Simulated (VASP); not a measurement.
# Ir (Fm-3m) in VASP: notebook

The runs below take Ir through single point, with BLYP, LDA.

Everything below comes from runs of VASP 6.6.1. Logs are shortened: lines on timing, memory, paths and dates and some standing lists are left out, and cuts for length are marked.

### 1 The cell of the first run

Symmetry: Fm-3m, No. 225, cubic system. The conventional cell has a = 3.934 Å, b = 3.934 Å, c = 3.934 Å, α = 90.00°, β = 90.00°, γ = 90.00°. Ir (site symmetry m-3m) has 12 Ir at 2.78 Å within 3.7 Å.

### 2 Single point, BLYP

The input, INCAR:

```
PREC = Accurate
ENCUT = 560
EDIFF = 1E-6
ISMEAR = -1
SIGMA = 0.05
LREAL = False
LASPH = True
NELM = 120
ALGO = Normal
ISIF = 2
LWAVE = False
LCHARG = False
GGA = B5
ALDAX = 1.0
AGGAX = 1.0
AGGAC = 1.0
ALDAC = 0.0
NBANDS = 14
GGA_COMPAT = False
```

The input, KPOINTS:

```
regular mesh
0
Gamma
  12 12 12
```

The input, POSCAR:

```
Ir
1.0
    0.0000000000      1.9671366249      1.9671366249
    1.9671366249      0.0000000000      1.9671366249
    1.9671366249      1.9671366249      0.0000000000
Ir
1
Direct
    0.0000000000      0.0000000000      0.0000000000
```

Potentials or basis: VASP PAW PBE potentials, release 64 (Ir_sv_GW).

The run is started by

```
$ cat potpaw_PBE.64/Ir_sv_GW/POTCAR > POTCAR
$ mpirun -np 1 vasp_std > vasp.out
```

OUTCAR:

```text
PREC = Accurate
   ENCUT = 560
   EDIFF = 1E-6
   ISMEAR = -1
   LREAL = False
   LASPH = True
   NELM = 120
   ISIF = 2
   GGA = B5

 ion  position               nearest neighbor table
   1  0.000  0.000  0.000-

  LATTYP: Found a face centered cubic cell.
 ALAT       =     3.9342732498

  Lattice vectors:

 A1 = (   0.0000000000,   1.9671366249,   1.9671366249)
 A2 = (   1.9671366249,   0.0000000000,   1.9671366249)
 A3 = (   1.9671366249,   1.9671366249,   0.0000000000)

Analysis of symmetry for initial positions (statically):
=====================================================================
 Subroutine PRICEL returns:
 Original cell was already a primitive cell.

 Routine SETGRP: Setting up the symmetry group for a
 face centered cubic supercell.

 Subroutine GETGRP returns: Found 48 space group operations
 (whereof 48 operations were pure point group operations)
 out of a pool of 48 trial point group operations.

The static configuration has the point symmetry O_h .

Analysis of symmetry for dynamics (positions and initial velocities):
=====================================================================
 Subroutine PRICEL returns:
 Original cell was already a primitive cell.

 Routine SETGRP: Setting up the symmetry group for a
 face centered cubic supercell.

 Subroutine GETGRP returns: Found 48 space group operations
 (whereof 48 operations were pure point group operations)
 out of a pool of 48 trial point group operations.

The dynamic configuration has the point symmetry O_h .

 Subroutine INISYM returns: Found 48 space group operations
 (whereof 48 operations are pure point group operations),
 and found     1 'primitive' translations

----------------------------------------------------------------------------------------

                                     Primitive cell

  volume of cell :      15.2242

  direct lattice vectors                    reciprocal lattice vectors
     0.000000000  1.967136625  1.967136625    -0.254176550  0.254176550  0.254176550
     1.967136625  0.000000000  1.967136625     0.254176550 -0.254176550  0.254176550
     1.967136625  1.967136625  0.000000000     0.254176550  0.254176550 -0.254176550

  length of vectors
     2.781951294  2.781951294  2.781951294     0.440246698  0.440246698  0.440246698

  position of ions in fractional coordinates (direct lattice)
     0.000000000  0.000000000  0.000000000

  ion indices of the primitive-cell ions
   primitive index   ion index
                 1           1

----------------------------------------------------------------------------------------

 KPOINTS: regular mesh

Automatic generation of k-mesh.
 Grid dimensions read from file:
 generate k-points for:   12   12   12

 Generating k-lattice:

  Cartesian coordinates                     Fractional coordinates (reciprocal lattice)
    -0.021181379  0.021181379  0.021181379     0.083333333  0.000000000  0.000000000
     0.021181379 -0.021181379  0.021181379     0.000000000  0.083333333  0.000000000
     0.021181379  0.021181379 -0.021181379     0.000000000  0.000000000  0.083333333

  Length of vectors
     0.036687225  0.036687225  0.036687225

  Shift w.r.t. Gamma in fractional coordinates (k-lattice)
     0.000000000  0.000000000  0.000000000

 Subroutine IBZKPT returns following result:
 ===========================================

 Found     72 irreducible k-points:

 Following reciprocal coordinates:
            Coordinates               Weight
  0.000000  0.000000  0.000000      1.000000
  0.083333  0.000000  0.000000      8.000000
  0.166667  0.000000  0.000000      8.000000
  0.250000  0.000000  0.000000      8.000000
  0.333333  0.000000  0.000000      8.000000
  0.416667  0.000000  0.000000      8.000000
[... 16 lines left out ...]
  0.500000  0.166667  0.000000     24.000000
 -0.416667  0.166667  0.000000     24.000000
 [... further k-points ...]
   k-points           NKPTS =     72   k-points in BZ     NKDIM =     72   number of bands    NBANDS=     14
   number of dos      NEDOS =    301   number of ions     NIONS =      1
   total plane-waves  NPLWV =  13824
   dimension x,y,z NGX =    24 NGY =   24 NGZ =   24
   dimension x,y,z NGXF=    48 NGYF=   48 NGZF=   48
   ions per type =               1
   NGX,Y,Z   is equivalent  to a cutoff of  14.34, 14.34, 14.34 a.u.
   NGXF,Y,Z  is equivalent  to a cutoff of  28.68, 28.68, 28.68 a.u.
 SYSTEM =  unknown system
   PREC   = accura    normal or accurate (medium, high low for compatibility)
   ISTART =      0    job   : 0-new  1-cont  2-samecut
   ICHARG =      2    charge: 1-file 2-atom 10-const
   ISPIN  =      1    spin polarized calculation?
   LNONCOLLINEAR =      F non collinear calculations
   LSORBIT =      F    spin-orbit coupling
   LASPH  =      T    aspherical Exc in radial PAW
   ENCUT  =  560.0 eV  41.16 Ry    6.42 a.u.   5.37  5.37  5.37*2*pi/ulx,y,z
   NELM   =    120;   NELMIN=  2; NELMDL= -5     # of ELM steps
   EDIFF  = 0.1E-05   stopping-criterion for ELM
   LREAL  =      F    real-space projection
   EDIFFG = 0.1E-04   stopping-criterion for IOM
   NSW    =      0    number of steps for IOM
   IBRION =     -1    ionic relax: 0-MD 1-quasi-New 2-CG
   NFREE  =      0    steps in history (QN), initial steepest desc. (CG)
   ISIF   =      2    stress and relaxation
   ISYM   =      2    0-nonsym 1-usesym 2-fastsym
   POTIM  = 0.5000    time-step for ionic-motion
   TEBEG  =    0.0;   TEEND  =   0.0 temperature during run
   PSTRESS=    0.0 pullay stress
   NELECT =      17.0000    total number of electrons
   NUPDOWN=      -1.0000    fix difference up-down
   EMIN   =  10.00;   EMAX   =-10.00  energy-range for DOS
   EFERMI =   0.00;   METHOD = LEGACY
   ISMEAR =    -1;   SIGMA  =   0.05  broadening in eV -4-tet -1-fermi 0-gaus
   EFERMI_NEDOS =   21; number of points for ismear=-14 and -15
   IALGO  =     38    algorithm
   IMIX   =      4    mixing-type and parameters
     AMIX     =   0.40;   BMIX     =  1.00
     AMIX_MAG =   1.60;   BMIX_MAG =  1.00
  volume/ion in A,a.u.               =      15.22       102.74
  Fermi-wavevector in a.u.,A,eV,Ry     =   1.698426  3.209560 39.248055  2.884651
  Thomas-Fermi vector in A             =   2.778927
   LORBIT       =      0    0 simple, 1 ext, 2 COOP (PROOUT), +10 PAW based schemes
   GGA     = B5    functional components
   LHFCALC =     F    Hartree Fock is set to
   AEXX    =    0.0000 exact exchange contribution
   IVDW    =     0    specifies the selected vdW correction
   LEPSILON=     F    determine dielectric tensor
   LRPA    =     F    only Hartree local field effects (RPA)
 non-spin polarized calculation
  energy-cutoff  :      560.00
  volume of cell :       15.22
 maximum number of plane-waves:       471
 NGX is ok and might be reduce to    24
   NGX = 11   NGY = 11   NGZ = 11

 number of electron      17.0000000 magnetization

 Free energy of the ion-electron system (eV)
  ---------------------------------------------------
  ext. energy  EPLUGINS =         0.00000000
  ---------------------------------------------------
  free energy    TOTEN  =        -8.08428394 eV

  energy without entropy =       -8.07878427  energy(sigma->0) =       -8.08153411

 E-fermi :  12.0794     XC(G=0): -13.3864

 val. band max:       12.0696857138   @ k =  -0.3333   0.3333   0.0000
 cond. band min:      12.0872089690   @ k =  -0.2500   0.0833   0.0000
 fundamental gap:      0.0175232553
 Fermi energy:        12.0794422947

 k-point     1 :       0.0000    0.0000    0.0000
  band No.  band energies     occupation
      1     -80.1534      2.00000
      2     -36.9290      2.00000
      3     -36.9290      2.00000
      4     -36.9290      2.00000
      5       1.9464      2.00000
      6       8.5999      2.00000
      7       8.5999      2.00000
      8       8.5999      2.00000
      9      10.9687      2.00000
     10      10.9687      2.00000
     11      26.2070      0.00000
     12      31.1922      0.00000
     13      31.1922      0.00000
     14      31.1922      0.00000

 k-point     2 :       0.0833    0.0000    0.0000
  band No.  band energies     occupation
      1     -80.1506      2.00000
      2     -36.9720      2.00000
      3     -36.9352      2.00000
      4     -36.9352      2.00000
      5       2.2328      2.00000
      6       8.4657      2.00000
      7       8.7165      2.00000
      8       8.7165      2.00000
      9      10.9011      2.00000
     10      10.9011      2.00000
     11      26.6757      0.00000
     12      30.0032      0.00000
     13      31.6555      0.00000
     14      31.6555      0.00000

 k-point     3 :       0.1667    0.0000    0.0000
  band No.  band energies     occupation
      1     -80.1422      2.00000
      2     -37.0870      2.00000
      3     -36.9517      2.00000
      4     -36.9517      2.00000
      5       3.0208      2.00000
      6       8.1995      2.00000
      7       8.9533      2.00000
      8       8.9533      2.00000
      9      10.8424      2.00000
     10      10.8424      2.00000
     11      27.7000      0.00000
     12      27.9672      0.00000
     13      32.9588      0.00000
     14      32.9588      0.00000
[... 324 lines left out ...]
 k-point    23 :       0.5000    0.1667    0.0000
  band No.  band energies     occupation
      1     -80.1019      2.00000
      2     -37.4821      2.00000
      3     -37.1086      2.00000
      4     -37.0532      2.00000
      5       5.6179      2.00000
      6       7.8727      2.00000
      7       9.2156      2.00000
      8       9.3565      2.00000
      9      12.9103      0.00000
     10      15.1645      0.00000
     11      19.1077      0.00000
     12      27.2584      0.00000
     13      29.5021      0.00000
     14      30.0395      0.00000

 k-point    24 :      -0.4167    0.1667    0.0000
  band No.  band energies     occupation
      1     -80.1011      2.00000
      2     -37.4874      2.00000
      3     -37.1290      2.00000
      4     -37.0405      2.00000
      5       5.6795      2.00000
      6       7.8870      2.00000
      7       9.2574      2.00000
      8       9.5538      2.00000
      9      12.4538      0.00112
     10      15.7160      0.00000
     11      18.7533      0.00000
     12      27.0154      0.00000
     13      28.9022      0.00000
     14      30.6325      0.00000

 [... further k-points ...]

------------------------ aborting loop because EDIFF is reached ----------------------------------------

  FORCE on cell =-STRESS in cart. coord.  units (eV):
  Direction    XX          YY          ZZ          XY          YZ          ZX
  --------------------------------------------------------------------------------------
  -------------------------------------------------------------------------------------
  Total       -0.0218341     -0.0218341     -0.0218341      0.0000000     -0.0000000      0.0000000
  in kB       -2.2978006     -2.2978006     -2.2978006      0.0000000     -0.0000000      0.0000000
  external PRESSURE =      -2.2978006 kB  Pullay stress =       0.0000000 kB

 VOLUME and BASIS-vectors are now :
 -----------------------------------------------------------------------------
  energy-cutoff  :      560.00
  volume of cell :       15.22
      direct lattice vectors                 reciprocal lattice vectors
     0.000000000  1.967136625  1.967136625    -0.254176550  0.254176550  0.254176550
     1.967136625  0.000000000  1.967136625     0.254176550 -0.254176550  0.254176550
     1.967136625  1.967136625  0.000000000     0.254176550  0.254176550 -0.254176550

 POSITION                                       TOTAL-FORCE (eV/Angst)
 -----------------------------------------------------------------------------------
      0.00000      0.00000      0.00000        -0.000000     -0.000000     -0.000000
 -----------------------------------------------------------------------------------
    total drift:                                0.000000     -0.000000     -0.000000

  FREE ENERGIE OF THE ION-ELECTRON SYSTEM (eV)
  ---------------------------------------------------
  free  energy   TOTEN  =        -8.0842839398 eV

  energy  without entropy=       -8.0787842718  energy(sigma->0) =       -8.08153411
```

Wall time 10 s (1 thread of Intel Xeon 6975P-C (Granite Rapids), shared host); peak memory 0.15 GiB.

Results:

* Free energy: -8.0843 eV
* Pressure: -0.2 GPa
* Band gap on the k mesh: zero (an odd number of electrons rules out a gap without spin polarisation)

Caveat: the PAW data sets were made with another functional, which shifts forces and pressure a little; spin-orbit coupling is left out, which moves the levels of the heavy elements.

### 3 Single point, LDA, collinear spin

This run uses another cell than the first one, of 12.93 Å³/atom.

The input, INCAR:

```
SYSTEM = Ir
PREC     = Accurate       ! precision mode
ENCUT    = 560            ! plane-wave cutoff, eV
EDIFF    = 1E-6           ! SCF threshold, eV
ISMEAR   = -1             ! smearing method
SIGMA    = 0.05           ! smearing width, eV
LREAL    = .FALSE.        ! projectors in reciprocal space
LASPH    = .TRUE.         ! aspherical terms in the spheres
NELM     = 200            ! most SCF steps
ALGO     = Normal         ! electronic algorithm
ISIF     = 2              ! what is computed and relaxed
LWAVE    = .FALSE.        ! write WAVECAR
LCHARG   = .TRUE.         ! write CHGCAR
ISPIN    = 2              ! spin polarisation
MAGMOM   = 3              ! initial moments
LORBIT   = 11             ! projections on sites
LMAXMIX  = 4              ! l up to which the mixer works
GGA      = CA             ! functional
LELF     = .TRUE.         ! ELF
LVHAR    = .TRUE.       
NBANDS   = 18             ! bands
GGA_COMPAT= .FALSE.
```

The input, KPOINTS:

```
Automatic mesh
0
G
  12 12 12
  0 0 0
```

The input, POSCAR:

```
Ir
1.0
    0.0000000000      1.8630911555      1.8630911555
    1.8630911555      0.0000000000      1.8630911555
    1.8630911555      1.8630911555      0.0000000000
Ir
1
Direct
    0.0000000000      0.0000000000      0.0000000000
```

Potentials or basis: VASP PAW LDA potentials, release 64 (Ir_sv_GW).

The run is started by

```
$ cat potpaw_LDA.64/Ir_sv_GW/POTCAR > POTCAR
$ mpirun -np 1 vasp_std > vasp.out
```

It took 19 s on 1 thread of AMD EPYC 9R45 (Zen 5), shared host; peak memory 0.12 GiB.

It converged, with:

- Free energy: -10.8354 eV
- Pressure: 31.7 GPa
- Net moment: 0.00 μB per cell
- Valence electrons inside the program's atomic spheres: Ir 16.59

Levels at points of the mesh, in eV from the Fermi level:
Spin up:
```tsv
k point	band 4	band 5	band 6	band 7	band 8	band 9	band 10	band 11	band 12	band 13
(0.00, 0.00, 0.00)	-49.44	-12.11	-4.53	-4.53	-4.53	-1.40	-1.40	13.29	19.27	19.27
(0.50, 0.00, 0.00)	-49.59	-9.14	-4.65	-4.65	-0.95	1.02	1.02	8.23	12.99	19.66
(0.50, 0.50, 0.00)	-49.84	-9.06	-8.45	1.01	1.70	1.70	1.73	11.82	11.84	11.84
```
Spin down:
| k point | band 5 | band 6 | band 7 | band 8 | band 9 | band 10 | band 11 | band 12 |
| --- | --- | --- | --- | --- | --- | --- | --- | --- |
| (0.00, 0.00, 0.00) | -12.11 | -4.53 | -4.53 | -4.53 | -1.40 | -1.40 | 13.29 | 19.27 |
| (0.50, 0.00, 0.00) | -9.14 | -4.65 | -4.65 | -0.95 | 1.02 | 1.02 | 8.23 | 12.99 |
| (0.50, 0.50, 0.00) | -9.06 | -8.45 | 1.01 | 1.70 | 1.70 | 1.73 | 11.82 | 11.84 |

Caveat: the cell stands under pressure; spin-orbit coupling is left out, which moves the levels of the heavy elements.

The gap in the log of VASP goes by the Fermi energy; the results here count the filled bands.